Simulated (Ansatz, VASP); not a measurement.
# Two plane-wave programs on Ru

```
Ru
1.0
     2.66215    0.00000    0.00000
    -1.33107    2.30549    0.00000
     0.00000    0.00000    4.42347
Ru
2
Direct
  0.33333 0.66667 0.25000
  0.66667 0.33333 0.75000
```

Alike in both runs: task single point; functional PBE; k mesh 24 × 24 × 12; occupations gaussian, width 0.15 eV; no spin polarisation.

```csv
,VASP,Ansatz
version,VASP 6.6.1,Ansatz 0.2.0
potentials or method,"VASP PAW PBE potentials, release 64 (Ru_pv), cutoff 520 eV","scalar-relativistic, plane waves, PAW"
valence electrons in the cell,28,32
```

Ansatz gave:

* gap on the k mesh at the Fermi level (eV): none
* pressure (GPa): 4.9
* traceless stress, the component that is largest in VASP (GPa): -16.07

Question: Which values does VASP return?

Answer: gap on the k mesh at the Fermi level (eV): none; pressure (GPa): 4.8; traceless stress, the component that is largest in VASP (GPa): -16.06.

A gap of «none» marks a metal or a gap that the smearing closes. VASP's potentials hold 28 valence electrons a cell and Ansatz's 32, so a difference there can come from the potentials and not from the codes.
